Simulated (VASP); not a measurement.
# BeS (F-43m) in VASP: settings compared

BeS is run at these levels: PBEsol, BLYP+D3(BJ), revPBE; tasks: single point.

Program: VASP 6.6.1. These are calculated values, not measurements. Logs are shortened: lines on timing, memory, paths and dates and some standing lists are left out, and cuts for length are marked.

### 1 The cell of the first run

It takes space group F-43m (No. 216, cubic). Conventional cell: a = 4.806 Å, b = 4.806 Å, c = 4.806 Å, α = 90.00°, β = 90.00°, γ = 90.00°. Be (site symmetry -43m) has 4 S at 2.08 Å within 2.8 Å. Within 2.8 Å of S (site symmetry -43m) lie 4 Be at 2.08 Å.

### 2 Single point, PBEsol (volume scaled by 0.98)

INCAR reads:

```
SYSTEM = BeS
  ALGO = Normal
  EDIFF = 1E-6
  ENCUT = 600
  GGA = PS
  GGA_COMPAT = .False.
  ISIF = 2
  ISMEAR = 0
  LASPH = .True.
  LCHARG = .False.
  LREAL = .False.
  LWAVE = .False.
  NBANDS = 11
  NELM = 120
  PREC = Accurate
  SIGMA = 0.05
```

KPOINTS reads:

```
k-points
0
Gamma
  8 8 8
  0 0 0
```

POSCAR reads:

```
BeS
1.0
    0.0000000000      2.4027949138      2.4027949138
    2.4027949138      0.0000000000      2.4027949138
    2.4027949138      2.4027949138      0.0000000000
Be S
1 1
Direct
    0.0000000000      0.0000000000      0.0000000000
    0.7500000000      0.7500000000      0.7500000000
```

Potentials or basis: VASP PAW PBE potentials, release 64 (Be, S).

The run is started by

```sh
cat potpaw_PBE.64/Be/POTCAR potpaw_PBE.64/S/POTCAR > POTCAR
mpirun -np 1 vasp_std > vasp.out
```

OUTCAR:

```text
SYSTEM = BeS
   EDIFF = 1E-6
   ENCUT = 600
   GGA = PS
   ISIF = 2
   ISMEAR = 0
   LASPH = .True.
   LREAL = .False.
   NELM = 120
   PREC = Accurate

 ion  position               nearest neighbor table
   1  0.000  0.000  0.000-   2 2.08   2 2.08   2 2.08   2 2.08
   2  0.750  0.750  0.750-   1 2.08   1 2.08   1 2.08   1 2.08

  LATTYP: Found a face centered cubic cell.
 ALAT       =     4.8055898276

  Lattice vectors:

 A1 = (   0.0000000000,   2.4027949138,   2.4027949138)
 A2 = (   2.4027949138,   0.0000000000,   2.4027949138)
 A3 = (   2.4027949138,   2.4027949138,   0.0000000000)

Analysis of symmetry for initial positions (statically):
=====================================================================
 Subroutine PRICEL returns:
 Original cell was already a primitive cell.

 Routine SETGRP: Setting up the symmetry group for a
 face centered cubic supercell.

 Subroutine GETGRP returns: Found 24 space group operations
 (whereof 24 operations were pure point group operations)
 out of a pool of 48 trial point group operations.

The static configuration has the point symmetry T_d .

Analysis of symmetry for dynamics (positions and initial velocities):
=====================================================================
 Subroutine PRICEL returns:
 Original cell was already a primitive cell.

 Routine SETGRP: Setting up the symmetry group for a
 face centered cubic supercell.

 Subroutine GETGRP returns: Found 24 space group operations
 (whereof 24 operations were pure point group operations)
 out of a pool of 48 trial point group operations.

The dynamic configuration has the point symmetry T_d .

 Subroutine INISYM returns: Found 24 space group operations
 (whereof 24 operations are pure point group operations),
 and found     1 'primitive' translations

----------------------------------------------------------------------------------------

                                     Primitive cell

  volume of cell :      27.7447

  direct lattice vectors                    reciprocal lattice vectors
     0.000000000  2.402794914  2.402794914    -0.208091001  0.208091001  0.208091001
     2.402794914  0.000000000  2.402794914     0.208091001 -0.208091001  0.208091001
     2.402794914  2.402794914  0.000000000     0.208091001  0.208091001 -0.208091001

  length of vectors
     3.398065155  3.398065155  3.398065155     0.360424187  0.360424187  0.360424187

  position of ions in fractional coordinates (direct lattice)
     0.000000000  0.000000000  0.000000000
     0.750000000  0.750000000  0.750000000

  ion indices of the primitive-cell ions
   primitive index   ion index
                 1           1
                 2           2

----------------------------------------------------------------------------------------

 KPOINTS: k-points

Automatic generation of k-mesh.
 Grid dimensions read from file:
 generate k-points for:    8    8    8

 Generating k-lattice:

  Cartesian coordinates                     Fractional coordinates (reciprocal lattice)
    -0.026011375  0.026011375  0.026011375     0.125000000  0.000000000  0.000000000
     0.026011375 -0.026011375  0.026011375     0.000000000  0.125000000  0.000000000
     0.026011375  0.026011375 -0.026011375     0.000000000  0.000000000  0.125000000

  Length of vectors
     0.045053023  0.045053023  0.045053023

  Shift w.r.t. Gamma in fractional coordinates (k-lattice)
     0.000000000  0.000000000  0.000000000

 Subroutine IBZKPT returns following result:
 ===========================================

 Found     29 irreducible k-points:

 Following reciprocal coordinates:
            Coordinates               Weight
  0.000000  0.000000  0.000000      1.000000
  0.125000  0.000000  0.000000      8.000000
  0.250000  0.000000  0.000000      8.000000
  0.375000  0.000000  0.000000      8.000000
  0.500000  0.000000  0.000000      4.000000
  0.125000  0.125000  0.000000      6.000000
[... 16 lines left out ...]
  0.500000  0.250000  0.125000     48.000000
 -0.375000  0.250000  0.125000     24.000000
 [... further k-points ...]
   k-points           NKPTS =     29   k-points in BZ     NKDIM =     29   number of bands    NBANDS=     11
   number of dos      NEDOS =    301   number of ions     NIONS =      2
   total plane-waves  NPLWV =  21952
   dimension x,y,z NGX =    28 NGY =   28 NGZ =   28
   dimension x,y,z NGXF=    56 NGYF=   56 NGZF=   56
   ions per type =               1   1
   NGX,Y,Z   is equivalent  to a cutoff of  13.70, 13.70, 13.70 a.u.
   NGXF,Y,Z  is equivalent  to a cutoff of  27.40, 27.40, 27.40 a.u.
 SYSTEM =  BeS
   PREC   = accura    normal or accurate (medium, high low for compatibility)
   ISTART =      0    job   : 0-new  1-cont  2-samecut
   ICHARG =      2    charge: 1-file 2-atom 10-const
   ISPIN  =      1    spin polarized calculation?
   LNONCOLLINEAR =      F non collinear calculations
   LSORBIT =      F    spin-orbit coupling
[... 36 lines left out ...]
  energy-cutoff  :      600.00
  volume of cell :       27.74
 maximum number of plane-waves:       941
   NGX = 13   NGY = 13   NGZ = 13

 number of electron       8.0000001 magnetization

 Free energy of the ion-electron system (eV)
  ---------------------------------------------------
  ext. energy  EPLUGINS =         0.00000000
  ---------------------------------------------------
  free energy    TOTEN  =       -10.56011230 eV

  energy without entropy =      -10.56011230  energy(sigma->0) =      -10.56011230

 E-fermi :   4.6942     XC(G=0): -10.0141

 val. band max:        4.4343983497   @ k =   0.0000   0.0000   0.0000
 cond. band min:       7.2988054128   @ k =   0.5000   0.5000   0.0000
 fundamental gap:      2.8644070631
 Fermi energy:         4.6942061052

 k-point     1 :       0.0000    0.0000    0.0000
  band No.  band energies     occupation
      1      -9.4732      2.00000
      2       4.4344      2.00000
      3       4.4344      2.00000
      4       4.4344      2.00000
      5      10.0301      0.00000
      6      10.0301      0.00000
      7      10.0301      0.00000
      8      10.3739      0.00000
      9      17.2841      0.00000
     10      17.2841      0.00000
     11      19.3241      0.00000

 k-point     2 :       0.1250    0.0000    0.0000
  band No.  band energies     occupation
      1      -9.2874      2.00000
      2       3.1773      2.00000
      3       4.2231      2.00000
      4       4.2231      2.00000
      5       9.9958      0.00000
      6      10.4022      0.00000
      7      10.4022      0.00000
      8      11.6760      0.00000
      9      16.5414      0.00000
     10      16.5414      0.00000
     11      19.0723      0.00000

 k-point     3 :       0.2500    0.0000    0.0000
  band No.  band energies     occupation
      1      -8.7729      2.00000
      2       0.9882      2.00000
      3       3.8060      2.00000
      4       3.8060      2.00000
      5       9.9670      0.00000
      6      10.9557      0.00000
      7      10.9557      0.00000
      8      13.7918      0.00000
      9      16.2915      0.00000
     10      16.2915      0.00000
     11      18.6101      0.00000

 k-point     4 :       0.3750    0.0000    0.0000
  band No.  band energies     occupation
      1      -8.1113      2.00000
      2      -0.8499      2.00000
      3       3.4729      2.00000
      4       3.4729      2.00000
      5       9.9305      0.00000
      6      10.9967      0.00000
      7      10.9967      0.00000
      8      15.1871      0.00000
      9      17.7112      0.00000
     10      17.7112      0.00000
     11      18.9056      0.00000
[... 239 lines left out ...]
 k-point    22 :       0.3750    0.2500    0.1250
  band No.  band energies     occupation
      1      -8.3509      2.00000
      2       0.7597      2.00000
      3       2.1750      2.00000
      4       3.2567      2.00000
      5       9.8653      0.00000
      6      11.6872      0.00000
      7      11.9218      0.00000
      8      13.0307      0.00000
      9      16.1055      0.00000
     10      18.9438      0.00000
     11      20.5003      0.00000

 k-point    23 :       0.5000    0.2500    0.1250
  band No.  band energies     occupation
      1      -7.7659      2.00000
      2      -0.4653      2.00000
      3       1.6271      2.00000
      4       2.7565      2.00000
      5      10.3259      0.00000
      6      11.2004      0.00000
      7      12.9458      0.00000
      8      13.7431      0.00000
      9      17.1326      0.00000
     10      18.9415      0.00000
     11      21.0915      0.00000

 k-point    24 :      -0.3750    0.2500    0.1250
  band No.  band energies     occupation
      1      -7.4675      2.00000
      2      -1.0563      2.00000
      3       1.5355      2.00000
      4       2.4956      2.00000
      5      10.3886      0.00000
      6      11.0033      0.00000
      7      13.6456      0.00000
      8      14.9828      0.00000
      9      15.9028      0.00000
     10      19.9022      0.00000
     11      20.5151      0.00000

 [... further k-points ...]

------------------------ aborting loop because EDIFF is reached ----------------------------------------

  FORCE on cell =-STRESS in cart. coord.  units (eV):
  Direction    XX          YY          ZZ          XY          YZ          ZX
  --------------------------------------------------------------------------------------
  -------------------------------------------------------------------------------------
  Total        0.3865484      0.3865484      0.3865484     -0.0000000      0.0000000     -0.0000000
  in kB       22.3220659     22.3220659     22.3220659     -0.0000000      0.0000000     -0.0000000
  external PRESSURE =      22.3220659 kB  Pullay stress =       0.0000000 kB

 VOLUME and BASIS-vectors are now :
 -----------------------------------------------------------------------------
  energy-cutoff  :      600.00
  volume of cell :       27.74
      direct lattice vectors                 reciprocal lattice vectors
     0.000000000  2.402794914  2.402794914    -0.208091001  0.208091001  0.208091001
     2.402794914  0.000000000  2.402794914     0.208091001 -0.208091001  0.208091001
     2.402794914  2.402794914  0.000000000     0.208091001  0.208091001 -0.208091001

 POSITION                                       TOTAL-FORCE (eV/Angst)
 -----------------------------------------------------------------------------------
      0.00000      0.00000      0.00000        -0.000000     -0.000000      0.000000
      3.60419      3.60419      3.60419         0.000000      0.000000     -0.000000
 -----------------------------------------------------------------------------------
    total drift:                               -0.000000     -0.000000     -0.000000

  FREE ENERGIE OF THE ION-ELECTRON SYSTEM (eV)
  ---------------------------------------------------
  free  energy   TOTEN  =       -10.5601122955 eV

  energy  without entropy=      -10.5601122955  energy(sigma->0) =      -10.56011230
```

It took 21 s on 1 thread of Intel Xeon 8259CL, shared host; peak memory 0.15 GiB.

Results:

```yaml
Free_energy: -10.5601 eV
Pressure: 2.2 GPa
Band_gap_on_the_k_mesh: 2.86 eV, indirect (least direct gap 5.60 eV)
```

Caveat: the cell differs from its parent crystal (volume scaled by 0.98); the PAW data sets were made with another functional, which shifts forces and pressure a little. A k mesh can miss the band edges.

### 3 Single point, PBEsol (volume scaled by 1.02)

INCAR reads:

```
  PREC = Accurate
  ENCUT = 600
  EDIFF = 1E-6
  ISMEAR = 0
  SIGMA = 0.05
  LREAL = False
  LASPH = True
  NELM = 120
  ALGO = Normal
  ISIF = 2
  LWAVE = False
  LCHARG = True
  GGA = PS
  LELF = True
  LVHAR = True
  NBANDS = 11
  GGA_COMPAT = False
```

KPOINTS reads:

```
regular mesh
0
Gamma
  8 8 8
```

POSCAR reads:

```
BeS
1.0
    0.0000000000      2.4350510436      2.4350510436
    2.4350510436      0.0000000000      2.4350510436
    2.4350510436      2.4350510436      0.0000000000
Be S
1 1
Direct
    0.0000000000      0.0000000000      0.0000000000
    0.7500000000      0.7500000000      0.7500000000
```

Potentials or basis: VASP PAW PBE potentials, release 64 (Be, S).

The run is started by

```sh
cat potpaw_PBE.64/Be/POTCAR potpaw_PBE.64/S/POTCAR > POTCAR
mpirun -np 1 vasp_std > vasp.out
```

Wall time 21 s (1 thread of Intel Xeon 8259CL, shared host); peak memory 0.15 GiB.

It converged, with:

* Free energy: -10.5617 eV
* Pressure: -1.7 GPa
* Band gap on the k mesh: 2.96 eV, indirect (least direct gap 5.59 eV)

Levels at points of the mesh, in eV from the valence-band top:
| k point | band 1 | band 2 | band 3 | band 4 | band 5 | band 6 | band 7 | band 8 |
| --- | --- | --- | --- | --- | --- | --- | --- | --- |
| (0.00, 0.00, 0.00) | -13.63 | 0.00 | 0.00 | 0.00 | 5.60 | 5.62 | 5.62 | 5.62 |
| (0.50, 0.00, 0.00) | -12.03 | -5.78 | -1.03 | -1.03 | 5.33 | 6.49 | 6.49 | 10.92 |
| (0.50, 0.50, 0.00) | -11.50 | -5.01 | -2.63 | -2.63 | 2.96 | 4.82 | 12.65 | 12.65 |

Caveat: the cell differs from its parent crystal (volume scaled by 1.02); the PAW data sets were made with another functional, which shifts forces and pressure a little. A k mesh can miss the band edges.

### 4 Single point, PBEsol (volume scaled by 1.04)

INCAR reads:

```
ALGO = Normal
EDIFF = 1E-6
ENCUT = 600
GGA = PS
GGA_COMPAT = False
ISIF = 2
ISMEAR = 0
LASPH = True
LCHARG = False
LREAL = False
LWAVE = False
NBANDS = 11
NELM = 120
PREC = Accurate
SIGMA = 0.05
```

KPOINTS reads:

```
k-points
0
Gamma
  8 8 8
```

POSCAR reads:

```
BeS
1.0
    0.0000000000      2.4508635064      2.4508635064
    2.4508635064      0.0000000000      2.4508635064
    2.4508635064      2.4508635064      0.0000000000
Be S
1 1
Direct
    0.0000000000      0.0000000000      0.0000000000
    0.7500000000      0.7500000000      0.7500000000
```

The run is started by

```sh
cat potpaw_PBE.64/Be/POTCAR potpaw_PBE.64/S/POTCAR > POTCAR
mpirun -np 1 vasp_std > vasp.out
```

Run time: 17 s. Hardware: 1 thread of Intel Xeon 8259CL, shared host; peak memory 0.15 GiB.

It converged, with:

```yaml
Free_energy: -10.5528 eV
Pressure: -3.4 GPa
Band_gap_on_the_k_mesh: 3.00 eV, indirect (least direct gap 5.44 eV)
```

Levels at points of the mesh, in eV from the valence-band top:
| k point | band 2 | band 3 | band 4 | band 5 | band 6 | band 7 |
| --- | --- | --- | --- | --- | --- | --- |
| (0.00, 0.00, 0.00) | 0.00 | 0.00 | 0.00 | 5.44 | 5.62 | 5.62 |
| (0.50, 0.00, 0.00) | -5.66 | -1.00 | -1.00 | 5.26 | 6.49 | 6.49 |
| (0.50, 0.50, 0.00) | -4.91 | -2.56 | -2.56 | 3.00 | 4.84 | 12.49 |

Caveat: the cell differs from its parent crystal (volume scaled by 1.04); the PAW data sets were made with another functional, which shifts forces and pressure a little. A k mesh can miss the band edges.

### 5 Single point, BLYP+D3(BJ)

This run uses another cell than the first one, of 14.26 Å³/atom, 1.028 times its volume.

INCAR reads:

```
PREC = Accurate
ENCUT = 600
EDIFF = 1E-6
ISMEAR = 0
SIGMA = 0.05
LREAL = F
LASPH = T
NELM = 120
ALGO = Normal
ISIF = 2
LWAVE = F
LCHARG = F
GGA = B5
ALDAX = 1.0
AGGAX = 1.0
AGGAC = 1.0
ALDAC = 0.0
IVDW = 12
VDW_S6 = 1.0
VDW_S8 = 2.6996
VDW_A1 = 0.4298
VDW_A2 = 4.2359
NBANDS = 11
GGA_COMPAT = F
```

KPOINTS reads:

```
Automatic mesh
0
Gamma
  8 8 8
```

POSCAR reads:

```
BeS
1.0
    0.0000000000      2.4249991143      2.4249991143
    2.4249991143      0.0000000000      2.4249991143
    2.4249991143      2.4249991143      0.0000000000
Be S
1 1
Direct
    0.0000000000      0.0000000000      0.0000000000
    0.7500000000      0.7500000000      0.7500000000
```

The run is started by

```sh
cat potpaw_PBE.64/Be/POTCAR potpaw_PBE.64/S/POTCAR > POTCAR
mpirun -np 1 vasp_std > vasp.out
```

Run time: 29 s. Hardware: 1 thread of Intel Xeon 8259CL, shared host; peak memory 0.16 GiB.

It converged, with:

```yaml
Free_energy: -10.4417 eV
Pressure: -3.3 GPa
Band_gap_on_the_k_mesh: 3.40 eV, indirect (least direct gap 5.79 eV)
Dispersion_energy_per_atom: -0.630 eV
```

Levels at points of the mesh, in eV from the valence-band top:
```tsv
k point	band 1	band 2	band 3	band 4	band 5	band 6	band 7	band 8	band 9
(0.00, 0.00, 0.00)	-13.60	0.00	0.00	0.00	5.79	5.79	5.79	6.15	12.95
(0.50, 0.00, 0.00)	-12.03	-5.65	-1.02	-1.02	5.66	6.72	6.72	11.53	15.02
(0.50, 0.50, 0.00)	-11.50	-4.91	-2.58	-2.58	3.40	5.11	12.84	12.84	15.72
```

Caveat: the PAW data sets were made with another functional, which shifts forces and pressure a little. BLYP gaps usually lie below the measured ones, often by a third to a half.

### 6 Single point, revPBE (volume scaled by 1.04)

INCAR reads:

```
SYSTEM = BeS
  PREC = Accurate
  ENCUT = 600
  EDIFF = 1E-6
  ISMEAR = 0
  SIGMA = 0.05
  LREAL = .False.
  LASPH = .True.
  NELM = 120
  ALGO = Normal
  ISIF = 2
  LWAVE = .False.
  LCHARG = .False.
  GGA = RE
  NBANDS = 11
  GGA_COMPAT = .False.
```

KPOINTS reads:

```
Automatic mesh
0
Gamma
  8 8 8
  0 0 0
```

POSCAR reads:

```
BeS
1.0
    0.0000000000      2.4866988711      2.4866988711
    2.4866988711      0.0000000000      2.4866988711
    2.4866988711      2.4866988711      0.0000000000
Be S
1 1
Direct
    0.0000000000      0.0000000000      0.0000000000
    0.7500000000      0.7500000000      0.7500000000
```

Potentials or basis: VASP PAW PBE potentials, release 64 (Be, S).

The run is started by

```sh
cat potpaw_PBE.64/Be/POTCAR potpaw_PBE.64/S/POTCAR > POTCAR
mpirun -np 1 vasp_std > vasp.out
```

It took 11 s on 1 thread of Intel Xeon Platinum 8259CL at 2.50GHz (Skylake/Cascade Lake), shared host; peak memory 0.15 GiB.

The run converged. Its results:

```yaml
Free_energy: -9.4839 eV
Pressure: -3.2 GPa
Band_gap_on_the_k_mesh: 3.35 eV, indirect (least direct gap 5.38 eV)
```

Levels at points of the mesh, in eV from the valence-band top:
```tsv
k point	band 1	band 2	band 3	band 4	band 5	band 6	band 7	band 8
(0.00, 0.00, 0.00)	-13.20	0.00	0.00	0.00	5.38	5.74	5.74	5.74
(0.50, 0.00, 0.00)	-11.79	-5.29	-0.93	-0.93	5.26	6.61	6.61	10.96
(0.50, 0.50, 0.00)	-11.32	-4.64	-2.38	-2.38	3.35	5.01	12.25	12.25
```

Caveat: the cell differs from its parent crystal (volume scaled by 1.04); the PAW data sets were made with another functional, which shifts forces and pressure a little.

### 7 Summary

| level | cell | gap on the mesh (eV) | pressure (GPa) |
| --- | --- | --- | --- |
| PBEsol | a = 3.398 Å, angles 60.0°, 2 atoms | 2.86 | 2.2 |
| PBEsol | a = 3.444 Å, angles 60.0°, 2 atoms | 2.96 | -1.7 |
| PBEsol | a = 3.466 Å, angles 60.0°, 2 atoms | 3.00 | -3.4 |
| BLYP+D3(BJ) | a = 3.429 Å, angles 60.0°, 2 atoms | 3.40 | -3.3 |
| revPBE | a = 3.517 Å, angles 60.0°, 2 atoms | 3.35 | -3.2 |

Alike in all rows: task single point; potentials or basis VASP PAW PBE potentials, release 64 (Be, S); no spin polarisation; k mesh 8 × 8 × 8; cutoff (eV) 600; smearing gaussian 0.05 eV.

Caveats: the PAW data sets were made with another functional, which shifts forces and pressure a little.

Absolute energies hang on the potentials; compare differences alone.
